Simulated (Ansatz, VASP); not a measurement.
## One calculation of Sb, two programs

The input INCAR:

```
SYSTEM = Sb
PREC = Accurate ; ENCUT = 500
EDIFF = 1E-6 ; ISMEAR = -1
SIGMA = 0.05 ; LREAL = .FALSE.
LASPH = .TRUE. ; NELM = 120
ALGO = Normal ; ISIF = 2
LWAVE = .FALSE. ; LCHARG = .FALSE.
GGA = PS ; NBANDS = 8
GGA_COMPAT = .FALSE.
```

KPOINTS

```
Automatic mesh
0
G
  10 10 10
  0 0 0
```

File POSCAR:

```
Sb
1.0
   -1.7964872508      1.7964872508      1.8713408863
    1.7964872508     -1.7964872508      1.8713408863
    1.7964872508      1.7964872508     -1.8713408863
Sb
1
Direct
    0.0000000000      0.0000000000      0.0000000000
```

The input input.yaml:

```yaml
crystal:
  lattice:
    - [-1.7964872508, 1.7964872508, 1.8713408863]
    - [1.7964872508, -1.7964872508, 1.8713408863]
    - [1.7964872508, 1.7964872508, -1.8713408863]
  atoms:
    - { symbol: Sb, position: [0.0, 0.0, 0.0] }
kpoints:
  mp_grid: { grid: [10, 10, 10] }
  band_path:
    path:
      - [0.0, 0.0, 0.0]
      - [0.0, 0.0, 0.5]
      - [-0.4608, 0.4608, 0.5]
      - [-0.4804, 0.4804, 0.4804]
      - [0.0, 0.0, 0.0]
      - [0.5, 0.5, -0.5]
      - [0.4804, 0.5196, -0.4804]
      - [0.0, 0.5, 0.0]
    npoints: 12
scf:
  occupations: { method: fermi_dirac, width: 0.05 }
hamiltonian:
  xc: pbesol
  pseudopotentials: { kind: all_electron, lapw: { basis_error: 0.001 } }
output:
  forces: true
  stress: true
  eigenvalues: true
```

Change from the starting cell: strain_xy = -0.04.

Alike in both runs: functional PBEsol; k mesh 10 × 10 × 10; occupations fermi-dirac, width 0.05 eV; no spin polarisation.

```csv
,VASP,Ansatz
version,VASP 6.6.1,Ansatz 0.2.0
potentials or method,"VASP PAW PBE potentials, release 64 (Sb), cutoff 500 eV","all-electron LAPW, scalar-relativistic"
task,single point,band structure
```

VASP gave:

| Item | Value |
| --- | --- |
| gap on the k mesh at the Fermi level (eV) | none |
| pressure (GPa) | 6.7 |
| traceless stress, the component that is largest in VASP (GPa) | 0.14 |

**Question.** Estimate Ansatz's values.

**Answer.** gap on the k mesh at the Fermi level (eV): none; pressure (GPa): 6.6; traceless stress, the component that is largest in VASP (GPa): 0.13.

VASP's potentials were made for PBE, not for PBEsol. A gap of «none» marks a metal or a gap that the smearing closes. Ansatz ran all-electron here, and VASP with PAW potentials.

Spin-orbit coupling is off throughout.
